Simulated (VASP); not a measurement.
Here is a VASP 6.6.1 calculation.

The input POSCAR:

```
Si
1.0
    4.6041643100     -2.4553413334      0.0000000000
    4.6041643100      2.4553413334      0.0000000000
    0.0000000000      0.0000000000      5.3752767651
Si
8
Direct
    0.4999882950      0.5000117050      0.7708469306
    0.5000117050      0.4999882950      0.2291530694
    1.0000117050     -0.0000117050      0.2708469306
   -0.0000117050      1.0000117050      0.7291530694
    0.7251470630      0.7251470630      0.5000000000
    0.2251470630      0.2251470630      0.0000000000
    0.2748529370      0.2748529370      0.5000000000
    0.7748529370      0.7748529370      0.0000000000
```

INCAR.step1

```
  PREC = Accurate
  ENCUT = 520
  ISMEAR = 0
  SIGMA = 0.1
  LREAL = False
  LASPH = True
  NELM = 80
  NBANDS = 26
  GGA = PE
  ALGO = Normal
  EDIFF = 1E-4
  LWAVE = True
  LCHARG = False
```

Contents of INCAR.step2:

```
  PREC = Accurate
  ENCUT = 520
  EDIFF = 1E-6
  ISMEAR = 0
  SIGMA = 0.1
  LREAL = False
  LASPH = True
  NELM = 80
  ALGO = Normal
  ISIF = 2
  LWAVE = False
  LCHARG = False
  METAGGA = R2SCAN
  LMIXTAU = True
  NBANDS = 26
  ISTART = 1
```

KPOINTS

```
Automatic mesh
0
Gamma
  8 8 8
```

Potentials or basis: VASP PAW PBE potentials, release 64 (Si).

Command:

```bash
$ cat potpaw_PBE.64/Si/POTCAR > POTCAR
$ cp INCAR.step1 INCAR
$ mpirun -np 1 vasp_std > vasp.out
$ cp INCAR.step2 INCAR
$ mpirun -np 1 vasp_std > vasp.out
```

(1) Estimate the largest force.

(2) Estimate the band gap on the k mesh.

(3) Predict the pressure.

Results:

(1) 0.009 eV/Å.

(2) zero (bands 16 and 17 overlap by 3.47 eV).

(3) -0.1 GPa.

Caveat: the PAW data sets were made with another functional, which shifts forces and pressure a little.
